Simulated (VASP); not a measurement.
Wanted: the native input for a VASP 6.6.1 run.

```yaml
Task: relaxation of shape and atoms at fixed volume
Functional: BLYP
Potentials_or_basis: VASP PAW PBE potentials, release 64 (Sb, Mg)
Cutoff: 600 eV
k_mesh: 6 × 6 × 4
Occupations: gaussian, width 0.05 eV
Spin: no spin polarisation
Dipole_correction: no
Further_INCAR_settings: ALGO = Normal; EDIFF = 1e-07; IBRION = 2; EDIFFG = -0.01; NSW = 60; ISIF = 4
```

The structure of Mg3Sb2 lies in POSCAR:

```
Mg3Sb2
1.0
    4.6488261925      0.0000000000      0.0000000000
   -2.3244130963      4.0260015805      0.0000000000
    0.0000000000      0.0000000000      7.4226606550
Sb Mg
2 3
Direct
    0.3333333333      0.6666666667      0.2317509306
    0.6666666667      0.3333333333      0.7682490694
    0.0000000000      0.0000000000      0.0000000000
    0.3333333333      0.6666666667      0.6326135186
    0.6666666667      0.3333333333      0.3673864814
```

The input as run:

INCAR

```
SYSTEM = Mg3Sb2
AGGAC = 1.0
AGGAX = 1.0
ALDAC = 0.0
ALDAX = 1.0
ALGO = Normal
EDIFF = 1E-7
EDIFFG = -0.01
ENCUT = 600
GGA = B5
GGA_COMPAT = .False.
IBRION = 2
ISIF = 4
ISMEAR = 0
LASPH = .True.
LCHARG = .False.
LREAL = .False.
LWAVE = .False.
NELM = 120
NELMIN = 4
NSW = 60
PREC = Accurate
SIGMA = 0.05
```

KPOINTS

```
k-points
0
Gamma
  6 6 4
  0 0 0
```

Potentials or basis: VASP PAW PBE potentials, release 64 (Sb, Mg).

Launch:

```bash
$ cat potpaw_PBE.64/Sb/POTCAR potpaw_PBE.64/Mg/POTCAR > POTCAR
$ mpirun -np 1 vasp_std > vasp.out
```

It gave:

- Energy gained by relaxing: 0.0 meV/atom
- Ionic steps: 3
- Pressure after relaxing: 0.2 GPa
- Largest force after relaxing: 0.008 eV/Å
- Band gap on the k mesh: 0.36 eV (least direct gap 0.98 eV)

Caveat: the PAW data sets were made with another functional, which shifts forces and pressure a little; spin-orbit coupling is left out, which moves the levels of the heavy elements.

Wall time 2.1 min on 1 thread of Intel(R) Xeon(R) Platinum 8124M CPU @ 3.00GHz (Skylake/Cascade Lake) (shared host), peak memory 0.33 GiB.
